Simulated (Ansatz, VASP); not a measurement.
One calculation of Be, two programs

```
Be
1.0
     2.09776    0.00000    0.00000
     0.00000    2.09776    0.00000
     0.00000    0.00000    2.09776
Be
1
Direct
  0.00000 0.00000 0.00000
```

Alike in both runs: task single point; functional revPBE; k mesh 16 × 16 × 16; occupations fermi-dirac, width 0.1 eV; no spin polarisation.

|  | VASP | Ansatz |
| --- | --- | --- |
| version | VASP 6.6.1 | Ansatz 0.2.0 |
| potentials or method | VASP PAW PBE potentials, release 64 (Be), cutoff 520 eV | plane waves (420 eV) with PAW, scalar-relativistic |
| valence electrons in the cell | 2 | 2 |

|  | VASP | Ansatz | Ansatz less VASP |
| --- | --- | --- | --- |
| pressure (GPa) | 11.7 | 11.7 | 0.00 |

VASP's potentials were made for PBE, not for revPBE. With one functional, cell and mesh, what is left measures potentials, basis and numerics.
